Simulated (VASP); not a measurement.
ZnO:

```xyz
2
Lattice="2.6879 0.0000 0.0000 0.0000 2.6879 0.0000 0.0000 0.0000 2.6879" Properties=species:S:1:pos:R:3 pbc="T T T"
Zn    0.0000    0.0000    0.0000
O     1.3440    1.3440    1.3440
```

* Program: VASP 6.6.1
* Task: relaxation of cell and atoms
* Functional: PBEsol
* Potentials or basis: VASP PAW PBE potentials, release 64 (Zn, O)
* Cutoff: 600 eV
* k mesh: 8 × 8 × 8
* Occupations: fermi-dirac, width 0.02 eV
* Spin: no spin polarisation

At the start: pressure -7.4 GPa; volume 9.71 Å³/atom.

How do energy, volume and symmetry change on relaxing?

Over 3 steps the energy falls by 10.1 meV/atom and the volume is 9.29 Å³/atom (-4.3 %); space group Pm-3m (No. 221, to 0.05 Å).

Step by step:
```
step  energy change (eV)  largest force (eV/Å)  pressure (GPa)  volume (Å³)
   1              0.0000                0.0000           -7.39        19.42
   2             -0.0153                0.0000            4.17        18.19
   3             -0.0202                0.0000           -0.02        18.58
```

Final structure:
```
CELL_PARAMETERS angstrom
2.64855 0.00000 0.00000
0.00000 2.64855 0.00000
0.00000 0.00000 2.64855
ATOMIC_POSITIONS crystal
Zn 0.00000 0.00000 0.00000
O 0.50000 0.50000 0.50000
```

Caveat: the PAW data sets were made with another functional, which shifts forces and pressure a little.
